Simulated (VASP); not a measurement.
# In5GaP6 (P4/mmm) in VASP: further runs, part 2 of 2

VASP 6.6.1. The steps go on from the part before.

**3. Single point, PBE**

This run uses another cell than the first one, of 22.19 Å³/atom.

INCAR reads:

```
SYSTEM = In5GaP6
ALGO     = Normal         ! electronic algorithm
EDIFF    = 1E-7           ! SCF threshold, eV
ENCUT    = 520            ! plane-wave cutoff, eV
GGA      = PE             ! functional
ISIF     = 2              ! what is computed and relaxed
ISMEAR   = 0              ! smearing method
LASPH    = .True.         ! aspherical terms in the spheres
LCHARG   = .False.        ! write CHGCAR
LREAL    = .False.        ! projectors in reciprocal space
LWAVE    = .False.        ! write WAVECAR
NBANDS   = 66             ! bands
NELM     = 100            ! most SCF steps
PREC     = Accurate       ! precision mode
SIGMA    = 0.1            ! smearing width, eV
```

KPOINTS reads:

```
k-points
0
Gamma
  4 4 1
  0 0 0
```

POSCAR reads:

```
In5GaP6
1.0
    3.9740944100      0.0000000000      0.0000000000
    0.0000000000      3.9740944100      0.0000000000
    0.0000000000      0.0000000000     16.8606546400
In Ga P
5 1 6
Direct
    0.0000000000      0.0000000000      0.6666666700
    0.5000000000      0.5000000000      0.8333333300
    0.5000000000      0.5000000000      0.1666666700
    0.0000000000      0.0000000000      0.3333333300
    0.5000000000      0.5000000000      0.5000000000
    0.0000000000      0.0000000000      0.0000000000
    0.0000000000      0.0000000000      0.8333333300
    0.5000000000      0.5000000000      0.0000000000
    0.0000000000      0.0000000000      0.1666666700
    0.5000000000      0.5000000000      0.3333333300
    0.0000000000      0.0000000000      0.5000000000
    0.5000000000      0.5000000000      0.6666666700
```

Potentials or basis: VASP PAW PBE potentials, release 64 (In_d, Ga_d, P).

Started as:

```
$ cat potpaw_PBE.64/In_d/POTCAR potpaw_PBE.64/Ga_d/POTCAR potpaw_PBE.64/P/POTCAR > POTCAR
$ mpirun -np 1 vasp_std > vasp.out
```

OUTCAR:

```text
SYSTEM = In5GaP6
   EDIFF = 1E-7
   ENCUT = 520
   GGA = PE
   ISIF = 2
   ISMEAR = 0
   LASPH = .True.
   LREAL = .False.
   NELM = 100
   PREC = Accurate

 ion  position               nearest neighbor table
   1  0.000  0.000  0.667-   7 2.81  12 2.81  12 2.81  12 2.81  12 2.81  11 2.81   2 3.97   2 3.97
                             2 3.97   2 3.97   5 3.97   5 3.97   5 3.97   5 3.97
   2  0.500  0.500  0.833-  12 2.81   7 2.81   7 2.81   7 2.81   7 2.81   8 2.81   1 3.97   1 3.97
                             1 3.97   1 3.97
   3  0.500  0.500  0.167-  10 2.81   9 2.81   9 2.81   9 2.81   9 2.81   8 2.81   4 3.97   4 3.97
                             4 3.97   4 3.97
   4  0.000  0.000  0.333-   9 2.81  10 2.81  10 2.81  10 2.81  10 2.81  11 2.81   3 3.97   3 3.97
                             3 3.97   3 3.97   5 3.97   5 3.97   5 3.97   5 3.97
   5  0.500  0.500  0.500-  11 2.81  11 2.81  11 2.81  11 2.81  12 2.81  10 2.81   4 3.97   4 3.97
                             1 3.97   4 3.97   1 3.97   1 3.97   4 3.97   1 3.97
   6  0.000  0.000  0.000-   8 2.81   8 2.81   8 2.81   8 2.81   9 2.81   7 2.81
   7  0.000  0.000  0.833-   1 2.81   2 2.81   2 2.81   2 2.81   2 2.81   6 2.81
   8  0.500  0.500  0.000-   6 2.81   6 2.81   6 2.81   6 2.81   2 2.81   3 2.81
   9  0.000  0.000  0.167-   4 2.81   3 2.81   3 2.81   3 2.81   3 2.81   6 2.81
  10  0.500  0.500  0.333-   3 2.81   4 2.81   4 2.81   4 2.81   4 2.81   5 2.81
  11  0.000  0.000  0.500-   5 2.81   5 2.81   5 2.81   5 2.81   1 2.81   4 2.81
  12  0.500  0.500  0.667-   2 2.81   1 2.81   1 2.81   1 2.81   1 2.81   5 2.81

  LATTYP: Found a simple tetragonal cell.
 ALAT       =     3.9740944100
 C/A-ratio  =     4.2426406875

  Lattice vectors:

 A1 = (   3.9740944100,   0.0000000000,   0.0000000000)
 A2 = (   0.0000000000,   3.9740944100,   0.0000000000)
 A3 = (   0.0000000000,   0.0000000000,  16.8606546400)

Analysis of symmetry for initial positions (statically):
=====================================================================
 Subroutine PRICEL returns:
 Original cell was already a primitive cell.

 Routine SETGRP: Setting up the symmetry group for a
 simple tetragonal supercell.

 Subroutine GETGRP returns: Found 16 space group operations
 (whereof 16 operations were pure point group operations)
 out of a pool of 16 trial point group operations.

The static configuration has the point symmetry D_4h.

Analysis of symmetry for dynamics (positions and initial velocities):
=====================================================================
 Subroutine PRICEL returns:
 Original cell was already a primitive cell.

 Routine SETGRP: Setting up the symmetry group for a
 simple tetragonal supercell.

 Subroutine GETGRP returns: Found 16 space group operations
 (whereof 16 operations were pure point group operations)
 out of a pool of 16 trial point group operations.

The dynamic configuration has the point symmetry D_4h.

 Subroutine INISYM returns: Found 16 space group operations
 (whereof 16 operations are pure point group operations),
 and found     1 'primitive' translations

----------------------------------------------------------------------------------------

                                     Primitive cell

  volume of cell :     266.2875

  direct lattice vectors                    reciprocal lattice vectors
[... 75 lines left out ...]
   ions per type =               5   1   6
   NGX,Y,Z   is equivalent  to a cutoff of  12.55, 12.55, 12.42 a.u.
   NGXF,Y,Z  is equivalent  to a cutoff of  25.10, 25.10, 24.85 a.u.
 SYSTEM =  In5GaP6
   PREC   = accura    normal or accurate (medium, high low for compatibility)
   ISTART =      0    job   : 0-new  1-cont  2-samecut
   ICHARG =      2    charge: 1-file 2-atom 10-const
   ISPIN  =      1    spin polarized calculation?
   LNONCOLLINEAR =      F non collinear calculations
   LSORBIT =      F    spin-orbit coupling
   LASPH  =      T    aspherical Exc in radial PAW
   ENCUT  =  520.0 eV  38.22 Ry    6.18 a.u.   7.39  7.39 31.35*2*pi/ulx,y,z
   NELM   =    100;   NELMIN=  2; NELMDL= -5     # of ELM steps
   EDIFF  = 0.1E-06   stopping-criterion for ELM
   LREAL  =      F    real-space projection
   EDIFFG = 0.1E-05   stopping-criterion for IOM
   NSW    =      0    number of steps for IOM
   IBRION =     -1    ionic relax: 0-MD 1-quasi-New 2-CG
   NFREE  =      0    steps in history (QN), initial steepest desc. (CG)
   ISIF   =      2    stress and relaxation
   ISYM   =      2    0-nonsym 1-usesym 2-fastsym
   POTIM  = 0.5000    time-step for ionic-motion
   TEBEG  =    0.0;   TEEND  =   0.0 temperature during run
   PSTRESS=    0.0 pullay stress
   NELECT =     108.0000    total number of electrons
   NUPDOWN=      -1.0000    fix difference up-down
   EMIN   =  10.00;   EMAX   =-10.00  energy-range for DOS
   EFERMI =   0.00;   METHOD = LEGACY
   ISMEAR =     0;   SIGMA  =   0.10  broadening in eV -4-tet -1-fermi 0-gaus
   EFERMI_NEDOS =   21; number of points for ismear=-14 and -15
   IALGO  =     38    algorithm
   IMIX   =      4    mixing-type and parameters
     AMIX     =   0.40;   BMIX     =  1.00
     AMIX_MAG =   1.60;   BMIX_MAG =  1.00
  volume/ion in A,a.u.               =      22.19       149.75
  Fermi-wavevector in a.u.,A,eV,Ry     =   1.211804  2.289978 19.979742  1.468470
  Thomas-Fermi vector in A             =   2.347308
   LORBIT       =      0    0 simple, 1 ext, 2 COOP (PROOUT), +10 PAW based schemes
   GGA     = PE    functional components
   LHFCALC =     F    Hartree Fock is set to
   AEXX    =    0.0000 exact exchange contribution
   IVDW    =     0    specifies the selected vdW correction
   LEPSILON=     F    determine dielectric tensor
   LRPA    =     F    only Hartree local field effects (RPA)
 non-spin polarized calculation
 Gauss-broadening in eV      SIGMA  =   0.10
  energy-cutoff  :      520.00
  volume of cell :      266.29
 maximum number of plane-waves:      7263
 NGX is ok and might be reduce to    30
   NGX = 15   NGY = 15   NGZ = 63

 number of electron     108.0000043 magnetization

 Free energy of the ion-electron system (eV)
  ---------------------------------------------------
  ext. energy  EPLUGINS =         0.00000000
  ---------------------------------------------------
  free energy    TOTEN  =       -46.76989806 eV

  energy without entropy =      -46.69724574  energy(sigma->0) =      -46.73357190

 E-fermi :   6.1485     XC(G=0): -10.1225

 val. band max:        6.1433257777   @ k =   0.5000   0.0000   0.0000
 cond. band min:       6.1532862823   @ k =   0.5000   0.0000   0.0000
 fundamental gap:      0.0099605046
 Fermi energy:         6.1485006938

 k-point     1 :       0.0000    0.0000    0.0000
  band No.  band energies     occupation
      1      -8.5051      2.00000
      2      -8.4624      2.00000
      3      -8.4602      2.00000
      4      -8.4419      2.00000
      5      -8.4419      2.00000
      6      -8.3910      2.00000
[... 403 lines left out ...]
     65      11.4843      0.00000
     66      11.5315      0.00000

------------------------ aborting loop because EDIFF is reached ----------------------------------------

  FORCE on cell =-STRESS in cart. coord.  units (eV):
  Direction    XX          YY          ZZ          XY          YZ          ZX
  --------------------------------------------------------------------------------------
  -------------------------------------------------------------------------------------
  Total       -5.3348490     -5.3348490    -10.4041846      0.0000000      0.0000000      0.0000000
  in kB      -32.0982917    -32.0982917    -62.5990640      0.0000000      0.0000000      0.0000000
  external PRESSURE =     -42.2652158 kB  Pullay stress =       0.0000000 kB

 VOLUME and BASIS-vectors are now :
 -----------------------------------------------------------------------------
  energy-cutoff  :      520.00
  volume of cell :      266.29
      direct lattice vectors                 reciprocal lattice vectors
     3.974094410  0.000000000  0.000000000     0.251629654  0.000000000  0.000000000
     0.000000000  3.974094410  0.000000000     0.000000000  0.251629654  0.000000000
     0.000000000  0.000000000 16.860654640     0.000000000  0.000000000  0.059309678

 POSITION                                       TOTAL-FORCE (eV/Angst)
 -----------------------------------------------------------------------------------
      0.00000      0.00000     11.24044        -0.000000      0.000000      0.046114
      1.98705      1.98705     14.05055         0.000000      0.000000      0.167751
      1.98705      1.98705      2.81011         0.000000      0.000000     -0.167751
      0.00000      0.00000      5.62022         0.000000      0.000000     -0.046114
      1.98705      1.98705      8.43033         0.000000      0.000000     -0.000000
      0.00000      0.00000      0.00000         0.000000      0.000000     -0.000000
      0.00000      0.00000     14.05055        -0.000000      0.000000      0.273576
      1.98705      1.98705      0.00000         0.000000      0.000000     -0.000000
      0.00000      0.00000      2.81011         0.000000      0.000000     -0.273576
      1.98705      1.98705      5.62022         0.000000     -0.000000     -0.002172
      0.00000      0.00000      8.43033         0.000000      0.000000     -0.000000
      1.98705      1.98705     11.24044         0.000000      0.000000      0.002172
 -----------------------------------------------------------------------------------
    total drift:                                0.000000      0.000000      0.000000

  FREE ENERGIE OF THE ION-ELECTRON SYSTEM (eV)
  ---------------------------------------------------
  free  energy   TOTEN  =       -46.7698980635 eV

  energy  without entropy=      -46.6972457415  energy(sigma->0) =      -46.73357190
```

It took 2.3 min on 1 thread of AMD EPYC 9R45 (Zen 5), shared host; peak memory 0.33 GiB.

Results:

- Free energy: -46.7699 eV
- Pressure: -4.2 GPa
- Largest force: 0.274 eV/Å
- Band gap on the k mesh: zero (bands 54 and 55 overlap by 2.21 eV)

Forces on the atoms (eV/Å):
```
In   0.000  0.000  0.046
In   0.000  0.000  0.168
In   0.000  0.000 -0.168
In   0.000  0.000 -0.046
In   0.000  0.000  0.000
Ga   0.000  0.000  0.000
P    0.000  0.000  0.274
P    0.000  0.000  0.000
P    0.000  0.000 -0.274
P    0.000  0.000 -0.002
P    0.000  0.000  0.000
P    0.000  0.000  0.002
```

Stress tensor (GPa, compression positive):
```
-3.21  0.00  0.00
 0.00 -3.21  0.00
 0.00  0.00 -6.26
```

Caveat: the k points lie up to 0.40 Å⁻¹ apart, too coarse for converged energies and pressures of a metal; spin-orbit coupling is left out, which moves the levels of the heavy elements.

**4. Relaxation of cell and atoms, PBE**

This run uses another cell than the first one, of 22.19 Å³/atom.

INCAR reads:

```
  PREC = Accurate
  ENCUT = 600
  EDIFF = 1E-7
  ISMEAR = 0
  SIGMA = 0.1
  LREAL = False
  LASPH = True
  NELM = 100
  ALGO = Normal
  ISIF = 3
  LWAVE = False
  LCHARG = False
  GGA = PE
  IBRION = 2
  NSW = 90
  EDIFFG = -0.04
```

KPOINTS reads:

```
regular mesh
0
Gamma
  4 4 1
```

POSCAR is that of step 3.

Started as:

```
$ cat potpaw_PBE.64/In_d/POTCAR potpaw_PBE.64/Ga_d/POTCAR potpaw_PBE.64/P/POTCAR > POTCAR
$ mpirun -np 1 vasp_std > vasp.out
```

Wall time 26 min (1 thread of AMD EPYC 9R45 (Zen 5), shared host); peak memory 0.43 GiB.

The run converged. Its results:

```yaml
Free_energy: -47.2717 eV
Relaxed_volume: 20.66 Å³/atom
Relaxed_cell: a = 3.915 Å, b = 3.915 Å, c = 16.170 Å, α = 90.00°, β = 90.00°, γ = 90.00°
Space_group_after_relaxing_to_0.1_Å: P4/mmm (No. 123)
Energy_gained_by_relaxing: 41.8 meV/atom
Ionic_steps: 15
Pressure_after_relaxing: 0.0 GPa
Largest_force_after_relaxing: 0.037 eV/Å
Band_gap_on_the_k_mesh: zero (bands 54 and 55 overlap by 2.21 eV)
```

Forces in eV/Å, atoms in the order of the input:
```
In   0.000  0.000  0.006
In   0.000  0.000  0.029
In   0.000  0.000 -0.029
In   0.000  0.000 -0.006
In   0.000  0.000  0.000
Ga   0.000  0.000  0.000
P    0.000  0.000  0.000
P    0.000  0.000  0.000
P    0.000  0.000  0.000
P    0.000  0.000 -0.037
P    0.000  0.000  0.000
P    0.000  0.000  0.037
```

Stress tensor (GPa, compression positive):
```
 0.10  0.00  0.00
 0.00  0.10  0.00
 0.00  0.00 -0.11
```

Step by step:
```tsv
step	energy change (eV)	largest force (eV/Å)	pressure (GPa)	volume (Å³)
1	0.0000	0.2726	-4.21	266.29
2	-0.3319	0.4947	1.15	244.43
3	-0.3373	0.4742	0.46	246.52
4	-0.3764	0.4507	0.41	246.79
5	-0.3909	0.4197	0.42	247.05
6	-0.4242	0.3376	-0.20	249.00
7	-0.4493	0.1975	-1.36	252.68
8	-0.4738	0.1385	-0.94	251.19
9	-0.4948	0.1731	0.17	247.62
10	-0.4956	0.1647	-0.02	248.22
11	-0.4956	0.1659	0.03	248.14
12	-0.4979	0.1360	-0.02	248.13
13	-0.5001	0.0561	-0.06	248.13
14	-0.5002	0.0662	-0.05	248.13
15	-0.5012	0.0367	0.03	247.90
```

Final structure:
```
In Ga P
1.0
     3.91540    0.00000    0.00000
     0.00000    3.91540    0.00000
     0.00000    0.00000   16.17036
In Ga P
5 1 6
Direct
  0.00000 0.00000 0.66938
  0.50000 0.50000 0.83778
  0.50000 0.50000 0.16222
  0.00000 0.00000 0.33062
  0.50000 0.50000 0.50000
  0.00000 0.00000 0.00000
  0.00000 0.00000 0.84822
  0.50000 0.50000 0.00000
  0.00000 0.00000 0.15178
  0.50000 0.50000 0.32886
  0.00000 0.00000 0.50000
  0.50000 0.50000 0.67114
```

Levels at points of the mesh, in eV from the Fermi level:
| k point | band 50 | band 51 | band 52 | band 53 | band 54 | band 55 | band 56 | band 57 | band 58 | band 59 |
| --- | --- | --- | --- | --- | --- | --- | --- | --- | --- | --- |
| (0.00, 0.00, 0.00) | -1.07 | -1.07 | -0.86 | -0.86 | -0.85 | -0.38 | -0.09 | -0.09 | 0.52 | 2.79 |
| (0.50, 0.00, 0.00) | -0.34 | -0.13 | -0.10 | -0.07 | -0.05 | 1.81 | 1.94 | 2.43 | 2.53 | 2.58 |
| (0.50, 0.50, 0.00) | -3.15 | -2.79 | -2.61 | -2.56 | -2.43 | -2.12 | -2.12 | 0.60 | 1.03 | 1.33 |

Caveat: the k points lie up to 0.40 Å⁻¹ apart in the final cell, too coarse for converged energies and pressures of a metal; spin-orbit coupling is left out, which moves the levels of the heavy elements.

**5. Summary**

```tsv
task	cell	cutoff (eV)	gap on the mesh (eV)	pressure (GPa)	largest force (eV/Å)
single point	a = 3.918, b = 3.918, c = 16.168 Å, 12 atoms, atomic positions A	520	none	0.0	0.03
single point	a = 3.974, b = 3.974, c = 16.861 Å, 12 atoms, atomic positions B	520	none	-4.2	0.27
relaxation of cell and atoms	relaxed from a = 3.974, b = 3.974, c = 16.861 Å, 12 atoms, atomic positions B	600	none	0.0	0.04
```

Alike in all rows: level PBE; potentials or basis VASP PAW PBE potentials, release 64 (In_d, Ga_d, P); no spin polarisation; k mesh 4 × 4 × 1; smearing gaussian 0.1 eV.

Caveats: all runs use coarse meshes; spin-orbit coupling is left out, which moves the levels of the heavy elements.

Absolute energies hang on the potentials; compare differences alone.
